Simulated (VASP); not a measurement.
Input of a VASP 6.6.1 run:

INCAR

```
SYSTEM = ZnS
ALGO     = Normal         ! electronic algorithm
EDIFF    = 1E-6           ! SCF threshold, eV
ENCUT    = 500            ! plane-wave cutoff, eV
GGA      = PE             ! functional
GGA_COMPAT= .False.      
ISIF     = 2              ! what is computed and relaxed
ISMEAR   = 0              ! smearing method
LASPH    = .True.         ! aspherical terms in the spheres
LCHARG   = .True.         ! write CHGCAR
LELF     = .True.         ! ELF
LREAL    = .False.        ! projectors in reciprocal space
LVHAR    = .True.       
LWAVE    = .False.        ! write WAVECAR
NBANDS   = 16             ! bands
NELM     = 120            ! most SCF steps
PREC     = Accurate       ! precision mode
SIGMA    = 0.01           ! smearing width, eV
```

File KPOINTS:

```
k-points
0
Gamma
  3 3 3
  0 0 0
```

Contents of POSCAR:

```
ZnS
1.0
    0.0000000000      2.7050000000      2.7050000000
    2.7050000000      0.0000000000      2.7050000000
    2.7050000000      2.7050000000      0.0000000000
Zn S
1 1
Direct
    0.0000000000      0.0000000000      0.0000000000
    0.2750000000      0.2500000000      0.2350000000
```

Potentials or basis: VASP PAW PBE potentials, release 64 (Zn, S).

Launch:

```console
$ cat potpaw_PBE.64/Zn/POTCAR potpaw_PBE.64/S/POTCAR > POTCAR
$ mpirun -np 1 vasp_std > vasp.out
```

What does it give for the pressure?

3.0 GPa.

Predict the largest force.

0.553 eV/Å.

What does it give for the band gap on the k mesh?

2.02 eV, direct.

Stress tensor (GPa, compression positive):
```
 3.03 -1.61 -0.86
-1.61  3.06  1.08
-0.86  1.08  2.93
```

Caveat: the k points lie up to 0.67 Å⁻¹ apart.
